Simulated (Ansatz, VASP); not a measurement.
# La3O2 in VASP and in Ansatz

INCAR

```
PREC = Accurate ; ENCUT = 520
EDIFF = 1E-7 ; ISMEAR = 0
SIGMA = 0.1 ; LREAL = F
LASPH = T ; NELM = 100
ALGO = Normal ; ISIF = 2
LWAVE = F ; LCHARG = F
GGA = PE ; NBANDS = 30
```

File KPOINTS:

```
regular mesh
0
Gamma
  3 3 3
```

Contents of POSCAR:

```
La3O2
1.0
    3.7718035600      2.1776518000      3.0049039600
   -3.7718035600      2.1776518000      3.0049039600
    0.0000000000     -4.3553036000      3.0049039600
La O
3 2
Direct
    0.0000000000      0.5000000000      0.0000000000
    0.0000000000      0.0000000000      0.5000000000
    0.5000000000      0.0000000000      0.0000000000
    0.8187567600      0.8187567600      0.8187567600
    0.1812432400      0.1812432400      0.1812432400
```

Input for Ansatz:

```yaml
crystal:
  lattice:
    - [3.77180356, 2.1776518, 3.00490396]
    - [-3.77180356, 2.1776518, 3.00490396]
    - [0.0, -4.3553036, 3.00490396]
  atoms:
    - { symbol: La, position: [0.0, 0.5, 0.0] }
    - { symbol: La, position: [0.0, 0.0, 0.5] }
    - { symbol: La, position: [0.5, 0.0, 0.0] }
    - { symbol: O, position: [0.81875676, 0.81875676, 0.81875676] }
    - { symbol: O, position: [0.18124324, 0.18124324, 0.18124324] }
basis:
  ecutwfc: 420
kpoints:
  mp_grid: { grid: [3, 3, 3] }
hamiltonian:
  xc: pbe
scf:
  occupations: { method: gaussian, width: 0.1 }
  lower_state_search: "off"
output:
  forces: true
  stress: true
  eigenvalues: true
```

Change from the starting cell: species swapped into the Br2Cl3 type (R-3m, No. 166).

Alike in both runs: task single point; functional PBE; k mesh 3 × 3 × 3; occupations gaussian, width 0.1 eV; no spin polarisation.

```csv
,VASP,Ansatz
version,VASP 6.6.1,Ansatz 0.2.0
potentials or method,"VASP PAW PBE potentials, release 64 (La, O), cutoff 520 eV","scalar-relativistic, plane waves, PAW"
valence electrons in the cell,45,45
```

```csv
,VASP,Ansatz,Ansatz less VASP
gap on the k mesh at the Fermi level (eV),none,none,-
pressure (GPa),11.5,11.6,+0.11
"traceless stress, the component that is largest in VASP (GPa)",-5.36,-5.45,-0.089
rms of the force components (eV/Å),0.006,0.004,-0.0021
```

Atom by atom the forces differ by 0.002 eV/Å (rms over components). A gap of «none» marks a metal or a gap that the smearing closes.

The k mesh is coarse, so the values compare programs but aren't converged. Neither program's run includes spin-orbit coupling.
